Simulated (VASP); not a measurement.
A run of VASP 6.6.1:

The input INCAR:

```
SYSTEM = FeO
ALGO = Normal ; EDIFF = 1E-6
ENCUT = 700 ; GGA = PE
GGA_COMPAT = .FALSE. ; ISIF = 2
ISMEAR = -1 ; ISPIN = 2
LASPH = .TRUE. ; LCHARG = .FALSE.
LMAXMIX = 4 ; LORBIT = 11
LREAL = .FALSE. ; LWAVE = .FALSE.
MAGMOM = 0 0 ; NBANDS = 22
NELM = 200 ; NUPDOWN = 0.0
PREC = Accurate ; SIGMA = 0.05
```

File KPOINTS:

```
k-points
0
G
  9 9 9
  0 0 0
```

The input POSCAR:

```
FeO
1.0
    1.5176821100      0.8762341800      2.5157945800
   -1.5176821100      0.8762341800      2.5157945800
    0.0000000000     -1.7524683500      2.5157945800
Fe O
1 1
Direct
    0.0000000000      0.0000000000      0.0000000000
    0.5000000000      0.5000000000      0.5000000000
```

Potentials or basis: VASP PAW PBE potentials, release 64 (Fe_sv, O).

Launch:

```bash
$ cat potpaw_PBE.64/Fe_sv/POTCAR potpaw_PBE.64/O/POTCAR > POTCAR
$ mpirun -np 1 vasp_std > vasp.out
```

Hardware: 1 thread of AMD EPYC 9R45 96-Core Processor (Zen 5) (shared host).

Task: Estimate the wall time of this run.

Result: It took 83 s on 1 thread of AMD EPYC 9R45 96-Core Processor (Zen 5), with other jobs on the host, peak memory 0.2 GiB. Counts: scf iterations 17, k points 85.
